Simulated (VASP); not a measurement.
A run of VASP 6.6.1 is set up as follows.

Contents of INCAR:

```
SYSTEM = BiTe
ALGO = Normal
EDIFF = 1E-6
ENCUT = 520
GGA = PE
ISIF = 2
ISMEAR = 0
LASPH = .TRUE.
LCHARG = .TRUE.
LELF = .TRUE.
LREAL = .FALSE.
LVHAR = .TRUE.
LWAVE = .FALSE.
NBANDS = 18
NELM = 100
PREC = Accurate
SIGMA = 0.15
```

The input KPOINTS:

```
k-points
0
G
  12 12 12
  0 0 0
```

File POSCAR:

```
BiTe
1.0
    0.0000000000      3.2511939987      3.0236104188
    3.2511939987      0.0000000000      3.0236104188
    3.2511939987      3.2511939987      0.0000000000
Bi Te
1 1
Direct
    0.0203484414      0.0203484414     -0.0203484414
    0.4666737820      0.4666737820      0.5333262180
```

Potentials or basis: VASP PAW PBE potentials, release 64 (Bi_d, Te).

Run with:

```console
$ cat potpaw_PBE.64/Bi_d/POTCAR potpaw_PBE.64/Te/POTCAR > POTCAR
$ mpirun -np 1 vasp_std > vasp.out
```

Question: Estimate the band gap on the k mesh.

Answer: Zero (an odd number of electrons rules out a gap without spin polarisation).

Question: What does it give for the pressure?

Answer: 7.9 GPa.

Stress tensor (GPa, compression positive):
```
 3.46  0.00  0.00
 0.00  3.46  0.00
 0.00  0.00 16.71
```

Caveat: the cell differs from its parent crystal (atoms displaced along a vibrational mode, the cell strained); the stress differs along the axes, from 3 to 17 GPa; spin-orbit coupling is left out, which moves the levels of the heavy elements; forces of over 1 eV/Å act on the atoms, so gaps and moduli don't describe the material at rest.
